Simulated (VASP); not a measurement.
Write the native input for VASP 6.6.1 that does the following.

```yaml
Task: single point
Functional: PBEsol
Potentials_or_basis: VASP PAW PBE potentials, release 64 (Y_sv, S)
Cutoff: 520 eV
k_mesh: 16 × 16 × 16
Occupations: gaussian, width 0.15 eV
Spin: no spin polarisation
Dipole_correction: no
Further_INCAR_settings: ALGO = Normal; EDIFF = 1e-06; NBANDS = 16
```

The structure of YS lies in POSCAR:

```
YS
1.0
    0.3442498001      2.9261233007      2.9261233007
    2.9261233007      0.3442498001      2.9261233007
    2.9261233007      2.9261233007      0.3442498001
Y S
1 1
Direct
    0.5000000000      0.5000000000      0.5000000000
    0.0000000000      0.0000000000      0.0000000000
```

This cell differs from its parent crystal: ratio of the length along [111] to the lengths across it x 1.2, volume and fractional coordinates fixed.

The input as run:

INCAR

```
SYSTEM = YS
PREC = Accurate ; ENCUT = 520
EDIFF = 1E-6 ; ISMEAR = 0
SIGMA = 0.15 ; LREAL = .FALSE.
LASPH = .TRUE. ; NELM = 60
ALGO = Normal ; ISIF = 2
LWAVE = .FALSE. ; LCHARG = .FALSE.
GGA = PS ; NBANDS = 16
```

KPOINTS

```
Automatic mesh
0
G
  16 16 16
  0 0 0
```

Potentials or basis: VASP PAW PBE potentials, release 64 (Y_sv, S).

Run with:

```console
$ cat potpaw_PBE.64/Y_sv/POTCAR potpaw_PBE.64/S/POTCAR > POTCAR
$ mpirun -np 1 vasp_std > vasp.out
```

It gave:

```
Pressure : -1.4 GPa
```

Caveat: the PAW data sets were made with another functional, which shifts forces and pressure a little.

It took 6.9 min on 1 thread of Oxide Virtual Turin-like Processor, on a shared host, peak memory 0.4 GiB.
